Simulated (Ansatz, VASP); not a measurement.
# Two plane-wave programs on TiC

Contents of INCAR:

```
PREC = Accurate ; ENCUT = 600
EDIFF = 1E-7 ; ISMEAR = 0
SIGMA = 0.1 ; LREAL = F
LASPH = T ; NELM = 60
ALGO = Normal ; ISIF = 3
LWAVE = F ; LCHARG = F
GGA = PE ; IBRION = 2
NSW = 100 ; EDIFFG = -0.01
```

KPOINTS

```
regular mesh
0
Gamma
  22 22 22
```

Contents of POSCAR:

```
TiC
1.0
    0.0000000000      2.1667067855      2.1667067855
    2.1667067855      0.0000000000      2.1667067855
    2.1667067855      2.1667067855      0.0000000000
Ti C
1 1
Direct
    0.0000000000      0.0000000000      0.0000000000
    0.5000000000      0.5000000000      0.5000000000
```

Input for Ansatz:

```yaml
crystal:
  lattice:
    - [0.0, 2.1667067855, 2.1667067855]
    - [2.1667067855, 0.0, 2.1667067855]
    - [2.1667067855, 2.1667067855, 0.0]
  atoms:
    - { symbol: Ti, position: [0.0, 0.0, 0.0] }
    - { symbol: C, position: [0.5, 0.5, 0.5] }
basis:
  ecutwfc: 420
kpoints:
  mp_grid: { grid: [22, 22, 22] }
hamiltonian:
  xc: pbe
scf:
  occupations: { method: gaussian, width: 0.1 }
output:
  forces: true
  stress: true
  eigenvalues: true
  write_density: true
  write_potential: true
  elf: true
  volumetric_format: npy
relax:
  adjacent_minimum: "off"
  f_tol: 0.01
  max_steps: 80
  cell: { stress_tol: 0.05 }
```

Alike in both runs: task relaxation of cell and atoms; functional PBE; k mesh 22 × 22 × 22; occupations gaussian, width 0.1 eV; no spin polarisation.

|  | VASP | Ansatz |
| --- | --- | --- |
| version | VASP 6.6.1 | Ansatz 0.2.0 |
| potentials or method | VASP PAW PBE potentials, release 64 (Ti_sv, C), cutoff 600 eV | scalar-relativistic, plane waves, PAW |
| valence electrons in the cell | 16 | 16 |

|  | VASP | Ansatz | Ansatz less VASP |
| --- | --- | --- | --- |
| gap on the k mesh at the Fermi level, each at its own relaxed structure (eV) | none | none | - |
| relaxed volume (Å³/atom) | 10.17 | 10.17 | -0.003 |
| relaxed length of the cell vector where the two differ most in proportion (Å) | 3.064 | 3.064 | -0.0003 |

A gap of «none» marks a metal or a gap that the smearing closes.

Noted on VASP's run: the relaxation stopped at its first step, so nothing moved.
